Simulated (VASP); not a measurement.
# P (Cmmm) in VASP: a series of runs

Runs on P. Level: PBE. Tasks: single point, relaxation of cell and atoms.

Everything below comes from runs of VASP 6.6.1. Logs are shortened: lines on timing, memory, paths and dates and some standing lists are left out, and cuts for length are marked.

## 1. The cell of the first run

Symmetry: Cmmm, No. 65, orthorhombic system. Conventional cell: a = 3.548 Å, b = 8.198 Å, c = 3.143 Å, α = 90.00°, β = 90.00°, γ = 90.00°. Within 2.8 Å of P (site symmetry m2m) lie 4 P at 2.13 to 2.14 Å. P (site symmetry mmm) has 4 P at 2.14 Å within 2.8 Å.

The cell was built from a structure type or drawn by symmetry, and may not be a known phase.

## 2. Single point, PBE

INCAR reads:

```
SYSTEM = P
  ALGO = Normal
  EDIFF = 1E-6
  ENCUT = 520
  GGA = PE
  ISIF = 2
  ISMEAR = 0
  LASPH = .TRUE.
  LCHARG = .FALSE.
  LREAL = .FALSE.
  LWAVE = .FALSE.
  NBANDS = 14
  NELM = 60
  PREC = Accurate
  SIGMA = 0.1
```

KPOINTS reads:

```
k-points
0
G
  6 6 6
  0 0 0
```

POSCAR reads:

```
P
1.0
    1.7739628200     -4.0987675200      0.0000000000
    1.7739628200      4.0987675200      0.0000000000
    0.0000000000      0.0000000000      3.1431822600
P
3
Direct
    0.6780484600      0.3219515400      0.5000000000
    0.3219515400      0.6780484600      0.5000000000
    0.5000000000      0.5000000000      0.0000000000
```

Potentials or basis: VASP PAW PBE potentials, release 64 (P).

The run is started by

```console
> cat potpaw_PBE.64/P/POTCAR > POTCAR
> mpirun -np 1 vasp_std > vasp.out
```

OUTCAR:

```text
SYSTEM = P
   EDIFF = 1E-6
   ENCUT = 520
   GGA = PE
   ISIF = 2
   ISMEAR = 0
   LASPH = .TRUE.
   LREAL = .FALSE.
   NELM = 60
   PREC = Accurate

 ion  position               nearest neighbor table
   1  0.678  0.322  0.500-   2 2.13   2 2.13   3 2.14   3 2.14   2 2.92
   2  0.322  0.678  0.500-   1 2.13   1 2.13   3 2.14   3 2.14   1 2.92
   3  0.500  0.500  0.000-   1 2.14   2 2.14   1 2.14   2 2.14

  LATTYP: Found a base centered orthorhombic cell.
 ALAT       =     3.5479256400
 B/A-ratio  =     2.3105148957
 C/A-ratio  =     0.8859211209

  Lattice vectors:

 A1 = (   1.7739628200,  -4.0987675200,   0.0000000000)
 A2 = (   1.7739628200,   4.0987675200,   0.0000000000)
 A3 = (   0.0000000000,   0.0000000000,   3.1431822600)

Analysis of symmetry for initial positions (statically):
=====================================================================
 Subroutine PRICEL returns:
 Original cell was already a primitive cell.

 Routine SETGRP: Setting up the symmetry group for a
 base centered orthorhombic supercell.

 Subroutine GETGRP returns: Found  8 space group operations
 (whereof  8 operations were pure point group operations)
 out of a pool of  8 trial point group operations.

The static configuration has the point symmetry D_2h.

Analysis of symmetry for dynamics (positions and initial velocities):
=====================================================================
 Subroutine PRICEL returns:
 Original cell was already a primitive cell.

 Routine SETGRP: Setting up the symmetry group for a
 base centered orthorhombic supercell.

 Subroutine GETGRP returns: Found  8 space group operations
 (whereof  8 operations were pure point group operations)
 out of a pool of  8 trial point group operations.

The dynamic configuration has the point symmetry D_2h.

 Subroutine INISYM returns: Found  8 space group operations
 (whereof  8 operations are pure point group operations),
 and found     1 'primitive' translations

----------------------------------------------------------------------------------------

                                     Primitive cell

  volume of cell :      45.7085

  direct lattice vectors                    reciprocal lattice vectors
     1.773962820 -4.098767520  0.000000000     0.281854836 -0.121987890  0.000000000
     1.773962820  4.098767520  0.000000000     0.281854836  0.121987890  0.000000000
     0.000000000  0.000000000  3.143182260     0.000000000  0.000000000  0.318148907

  length of vectors
     4.466188450  4.466188450  3.143182260     0.307120813  0.307120813  0.318148907

  position of ions in fractional coordinates (direct lattice)
     0.678048460  0.321951540  0.500000000
     0.321951540  0.678048460  0.500000000
     0.500000000  0.500000000  0.000000000

  ion indices of the primitive-cell ions
   primitive index   ion index
                 1           1
                 2           2
                 3           3

----------------------------------------------------------------------------------------

 KPOINTS: k-points

Automatic generation of k-mesh.
 Grid dimensions read from file:
 generate k-points for:    6    6    6

 Generating k-lattice:

  Cartesian coordinates                     Fractional coordinates (reciprocal lattice)
     0.046975806 -0.020331315  0.000000000     0.166666667 -0.000000000  0.000000000
     0.046975806  0.020331315  0.000000000    -0.000000000  0.166666667  0.000000000
     0.000000000  0.000000000  0.053024818     0.000000000  0.000000000  0.166666667

  Length of vectors
     0.051186802  0.051186802  0.053024818

  Shift w.r.t. Gamma in fractional coordinates (k-lattice)
     0.000000000  0.000000000  0.000000000

 Subroutine IBZKPT returns following result:
 ===========================================

 Found     52 irreducible k-points:

 Following reciprocal coordinates:
            Coordinates               Weight
  0.000000  0.000000  0.000000      1.000000
  0.166667  0.000000  0.000000      4.000000
  0.333333 -0.000000  0.000000      4.000000
  0.500000  0.000000  0.000000      2.000000
  0.166667  0.166667  0.000000      2.000000
  0.333333  0.166667  0.000000      4.000000
[... 16 lines left out ...]
  0.333333  0.333333  0.166667      4.000000
  0.500000  0.333333  0.166667      8.000000
 [... further k-points ...]
   k-points           NKPTS =     52   k-points in BZ     NKDIM =     52   number of bands    NBANDS=     14
   number of dos      NEDOS =    301   number of ions     NIONS =      3
   total plane-waves  NPLWV =  31104
   dimension x,y,z NGX =    36 NGY =   36 NGZ =   24
   dimension x,y,z NGXF=    72 NGYF=   72 NGZF=   48
   ions per type =               3
   NGX,Y,Z   is equivalent  to a cutoff of  13.40, 13.40, 12.69 a.u.
   NGXF,Y,Z  is equivalent  to a cutoff of  26.80, 26.80, 25.39 a.u.
 SYSTEM =  P
   PREC   = accura    normal or accurate (medium, high low for compatibility)
   ISTART =      0    job   : 0-new  1-cont  2-samecut
   ICHARG =      2    charge: 1-file 2-atom 10-const
   ISPIN  =      1    spin polarized calculation?
   LNONCOLLINEAR =      F non collinear calculations
   LSORBIT =      F    spin-orbit coupling
   LASPH  =      T    aspherical Exc in radial PAW
   ENCUT  =  520.0 eV  38.22 Ry    6.18 a.u.   8.30  8.30  5.84*2*pi/ulx,y,z
   NELM   =     60;   NELMIN=  2; NELMDL= -5     # of ELM steps
   EDIFF  = 0.1E-05   stopping-criterion for ELM
   LREAL  =      F    real-space projection
   EDIFFG = 0.1E-04   stopping-criterion for IOM
   NSW    =      0    number of steps for IOM
   IBRION =     -1    ionic relax: 0-MD 1-quasi-New 2-CG
   NFREE  =      0    steps in history (QN), initial steepest desc. (CG)
   ISIF   =      2    stress and relaxation
   ISYM   =      2    0-nonsym 1-usesym 2-fastsym
   POTIM  = 0.5000    time-step for ionic-motion
   TEBEG  =    0.0;   TEEND  =   0.0 temperature during run
   PSTRESS=    0.0 pullay stress
   NELECT =      15.0000    total number of electrons
   NUPDOWN=      -1.0000    fix difference up-down
   EMIN   =  10.00;   EMAX   =-10.00  energy-range for DOS
   EFERMI =   0.00;   METHOD = LEGACY
   ISMEAR =     0;   SIGMA  =   0.10  broadening in eV -4-tet -1-fermi 0-gaus
   EFERMI_NEDOS =   21; number of points for ismear=-14 and -15
   IALGO  =     38    algorithm
   IMIX   =      4    mixing-type and parameters
     AMIX     =   0.40;   BMIX     =  1.00
     AMIX_MAG =   1.60;   BMIX_MAG =  1.00
  volume/ion in A,a.u.               =      15.24       102.82
  Fermi-wavevector in a.u.,A,eV,Ry     =   1.129205  2.133888 17.348843  1.275104
  Thomas-Fermi vector in A             =   2.265898
   LORBIT       =      0    0 simple, 1 ext, 2 COOP (PROOUT), +10 PAW based schemes
   GGA     = PE    functional components
   LHFCALC =     F    Hartree Fock is set to
   AEXX    =    0.0000 exact exchange contribution
   IVDW    =     0    specifies the selected vdW correction
   LEPSILON=     F    determine dielectric tensor
   LRPA    =     F    only Hartree local field effects (RPA)
 non-spin polarized calculation
 Gauss-broadening in eV      SIGMA  =   0.10
  energy-cutoff  :      520.00
  volume of cell :       45.71
 maximum number of plane-waves:      1248
 NGX is ok and might be reduce to    36
   NGX = 17   NGY = 17   NGZ = 11

 number of electron      15.0000001 magnetization

 Free energy of the ion-electron system (eV)
  ---------------------------------------------------
  ext. energy  EPLUGINS =         0.00000000
  ---------------------------------------------------
  free energy    TOTEN  =       -14.40723619 eV

  energy without entropy =      -14.40145977  energy(sigma->0) =      -14.40434798

 E-fermi :   9.2537     XC(G=0): -10.7736

 val. band max:        9.1289473626   @ k =   0.1667   0.0000   0.0000
 cond. band min:       9.2802642462   @ k =   0.5000   0.3333   0.1667
 fundamental gap:      0.1513168836
 Fermi energy:         9.2537361888

 k-point     1 :       0.0000    0.0000    0.0000
  band No.  band energies     occupation
      1      -8.4091      2.00000
      2      -1.1056      2.00000
      3      -0.9690      2.00000
      4       3.4743      2.00000
      5       4.2286      2.00000
      6       6.3038      2.00000
      7       8.1688      2.00000
      8       8.8335      2.00000
      9      10.2711      0.00000
     10      11.9555      0.00000
     11      12.1987      0.00000
     12      14.5694      0.00000
     13      16.7635      0.00000
     14      16.9875      0.00000

 k-point     2 :       0.1667    0.0000    0.0000
  band No.  band energies     occupation
      1      -8.1394      2.00000
      2      -2.2125      2.00000
      3      -0.1348      2.00000
      4       2.5944      2.00000
      5       4.4115      2.00000
      6       5.6181      2.00000
      7       9.1289      1.92240
      8       9.6998      0.00000
      9       9.9319      0.00000
     10      12.7123      0.00000
     11      12.9634      0.00000
     12      14.5570      0.00000
     13      15.6176      0.00000
     14      17.5476      0.00000

 k-point     3 :       0.3333   -0.0000    0.0000
  band No.  band energies     occupation
      1      -7.4270      2.00000
      2      -3.4399      2.00000
      3      -0.2963      2.00000
      4       2.0284      2.00000
      5       4.8529      2.00000
      6       5.5750      2.00000
      7       8.8232      2.00000
      8       9.6441      0.00000
      9      11.4394      0.00000
     10      12.9761      0.00000
     11      13.2308      0.00000
     12      14.9679      0.00000
     13      15.9150      0.00000
     14      16.6021      0.00000

 k-point     4 :       0.5000    0.0000    0.0000
  band No.  band energies     occupation
      1      -6.8699      2.00000
      2      -4.2013      2.00000
      3      -0.5724      2.00000
      4       1.8529      2.00000
      5       5.1365      2.00000
      6       6.3846      2.00000
      7       8.3876      2.00000
      8       9.3036      0.48076
      9      10.6154      0.00000
     10      13.3230      0.00000
     11      13.7690      0.00000
     12      15.7909      0.00000
     13      15.7974      0.00000
     14      16.1341      0.00000

 k-point     5 :       0.1667    0.1667    0.0000
  band No.  band energies     occupation
      1      -7.6027      2.00000
      2      -2.5417      2.00000
      3      -1.0153      2.00000
      4       2.3874      2.00000
      5       4.4706      2.00000
      6       4.7289      2.00000
      7       9.3840      0.06543
      8       9.5528      0.00002
      9      12.5716      0.00000
     10      12.8895      0.00000
     11      13.5670      0.00000
[... 276 lines left out ...]
 k-point    22 :      -0.1667    0.1667    0.1667
  band No.  band energies     occupation
      1      -7.8389      2.00000
      2      -2.9231      2.00000
      3       0.9971      2.00000
      4       2.8781      2.00000
      5       3.4077      2.00000
      6       6.7790      2.00000
      7       7.2522      2.00000
      8       8.1522      2.00000
      9      11.1870      0.00000
     10      12.1562      0.00000
     11      13.3784      0.00000
     12      14.0849      0.00000
     13      15.6522      0.00000
     14      17.4795      0.00000

 k-point    23 :       0.3333    0.3333    0.1667
  band No.  band energies     occupation
      1      -6.0536      2.00000
      2      -5.1352      2.00000
      3      -0.1141      2.00000
      4       3.0045      2.00000
      5       3.6882      2.00000
      6       6.2320      2.00000
      7       6.3792      2.00000
      8      10.3554      0.00000
      9      12.2983      0.00000
     10      12.6630      0.00000
     11      14.0414      0.00000
     12      14.3356      0.00000
     13      15.0983      0.00000
     14      15.9489      0.00000

 k-point    24 :       0.5000    0.3333    0.1667
  band No.  band energies     occupation
      1      -6.5441      2.00000
      2      -5.3366      2.00000
      3       1.5294      2.00000
      4       2.7464      2.00000
      5       3.8616      2.00000
      6       6.2422      2.00000
      7       8.2518      2.00000
      8       9.2803      0.70754
      9      11.2038      0.00000
     10      12.0855      0.00000
     11      13.2960      0.00000
     12      14.6375      0.00000
     13      15.5013      0.00000
     14      15.6962      0.00000

 [... further k-points ...]

------------------------ aborting loop because EDIFF is reached ----------------------------------------

  FORCE on cell =-STRESS in cart. coord.  units (eV):
  Direction    XX          YY          ZZ          XY          YZ          ZX
  --------------------------------------------------------------------------------------
  -------------------------------------------------------------------------------------
  Total        3.6539069      8.8714507      7.1415161     -0.0000000      0.0000000      0.0000000
  in kB      128.0768677    310.9623914    250.3246637     -0.0000000      0.0000000      0.0000000
  external PRESSURE =     229.7879743 kB  Pullay stress =       0.0000000 kB

 VOLUME and BASIS-vectors are now :
 -----------------------------------------------------------------------------
  energy-cutoff  :      520.00
  volume of cell :       45.71
      direct lattice vectors                 reciprocal lattice vectors
     1.773962820 -4.098767520  0.000000000     0.281854836 -0.121987890  0.000000000
     1.773962820  4.098767520  0.000000000     0.281854836  0.121987890  0.000000000
     0.000000000  0.000000000  3.143182260     0.000000000  0.000000000  0.318148907

 POSITION                                       TOTAL-FORCE (eV/Angst)
 -----------------------------------------------------------------------------------
      1.77396     -1.45956      1.57159         0.000000     -0.850494      0.000000
      1.77396      1.45956      1.57159         0.000000      0.850494      0.000000
      1.77396      0.00000      0.00000         0.000000      0.000000      0.000000
 -----------------------------------------------------------------------------------
    total drift:                               -0.000000     -0.000000      0.000000

  FREE ENERGIE OF THE ION-ELECTRON SYSTEM (eV)
  ---------------------------------------------------
  free  energy   TOTEN  =       -14.4072361855 eV

  energy  without entropy=      -14.4014597682  energy(sigma->0) =      -14.40434798
```

It took 35 s on 1 thread of Intel Xeon 8259CL, shared host; peak memory 0.18 GiB.

What came out:

| Item | Value |
| --- | --- |
| Free energy | -14.4072 eV |
| Pressure | 23.0 GPa |
| Largest force | 0.850 eV/Å |
| Band gap on the k mesh | zero (an odd number of electrons rules out a gap without spin polarisation) |

Forces in eV/Å, atoms in the order of the input:
```
P    0.000 -0.850  0.000
P    0.000  0.850  0.000
P    0.000  0.000  0.000
```

Levels at points of the mesh, in eV from the Fermi level:
```tsv
k point	band 5	band 6	band 7	band 8	band 9	band 10	band 11	band 12
(0.00, 0.00, 0.00)	-5.03	-2.95	-1.08	-0.42	1.02	2.70	2.94	5.32
(0.50, 0.00, 0.00)	-4.12	-2.87	-0.87	0.05	1.36	4.07	4.52	6.54
(0.50, 0.50, 0.00)	-3.82	-2.63	-2.36	-0.22	0.36	2.41	2.67	3.47
(0.00, 0.00, 0.50)	-6.34	-4.95	-3.02	-0.21	0.21	0.91	4.02	5.93
(0.50, 0.00, 0.50)	-7.65	-4.55	-3.38	-1.86	1.70	3.09	3.65	5.82
(0.50, 0.50, 0.50)	-5.34	-0.96	-0.88	-0.37	2.22	2.98	4.03	4.16
```

Caveat: the cell stands under pressure.

## 3. Single point, PBE

This run uses another cell than the first one, of 18.45 Å³/atom.

INCAR reads:

```
SYSTEM = P
PREC     = Accurate       ! precision mode
ENCUT    = 520            ! plane-wave cutoff, eV
EDIFF    = 1E-6           ! SCF threshold, eV
ISMEAR   = 0              ! smearing method
SIGMA    = 0.1            ! smearing width, eV
LREAL    = .False.        ! projectors in reciprocal space
LASPH    = .True.         ! aspherical terms in the spheres
NELM     = 60             ! most SCF steps
ALGO     = Normal         ! electronic algorithm
ISIF     = 2              ! what is computed and relaxed
LWAVE    = .False.        ! write WAVECAR
LCHARG   = .False.        ! write CHGCAR
GGA      = PE             ! functional
NBANDS   = 14             ! bands
```

KPOINTS reads:

```
Automatic mesh
0
Gamma
  6 6 6
  0 0 0
```

POSCAR reads:

```
P
1.0
    1.6243727051     -4.6018533898      0.0000000000
    1.6243727051      4.6018533898      0.0000000000
    0.0000000000      0.0000000000      3.7025239765
P
3
Direct
    0.6706087640      0.3293912360      0.5000000000
    0.3293912360      0.6706087640      0.5000000000
    0.5000000000      0.5000000000      0.0000000000
```

Potentials or basis: VASP PAW PBE potentials, release 64 (P).

The run is started by

```console
> cat potpaw_PBE.64/P/POTCAR > POTCAR
> mpirun -np 1 vasp_std > vasp.out
```

It took 46 s on 1 thread of Intel Xeon 8259CL, shared host; peak memory 0.18 GiB.

It converged, with:

| Quantity | Value |
| --- | --- |
| Free energy | -15.2557 eV |
| Pressure | -0.1 GPa |
| Largest force | 0.028 eV/Å |
| Band gap on the k mesh | zero (an odd number of electrons rules out a gap without spin polarisation) |

Forces on the atoms (eV/Å):
```
P    0.000 -0.028  0.000
P    0.000  0.028  0.000
P    0.000  0.000  0.000
```

Stress tensor (GPa, compression positive):
```
-0.29  0.00  0.00
 0.00 -0.24  0.00
 0.00  0.00  0.28
```

Levels at points of the mesh, in eV from the Fermi level:
```csv
k point,band 5,band 6,band 7,band 8,band 9,band 10
"(0.00, 0.00, 0.00)",-2.96,-1.57,0.02,0.60,1.31,1.61
"(0.50, 0.00, 0.00)",-3.60,-2.80,-2.10,-0.96,1.91,2.52
"(0.50, 0.50, 0.00)",-3.65,-3.38,-3.20,1.02,1.83,2.11
"(0.00, 0.00, 0.50)",-4.58,-3.04,-2.71,1.56,2.25,2.84
"(0.50, 0.00, 0.50)",-5.13,-4.16,-3.03,-0.79,1.44,1.59
"(0.50, 0.50, 0.50)",-2.90,-1.24,1.35,1.39,2.45,2.48
```

(Part 1 of 2 ends here.)
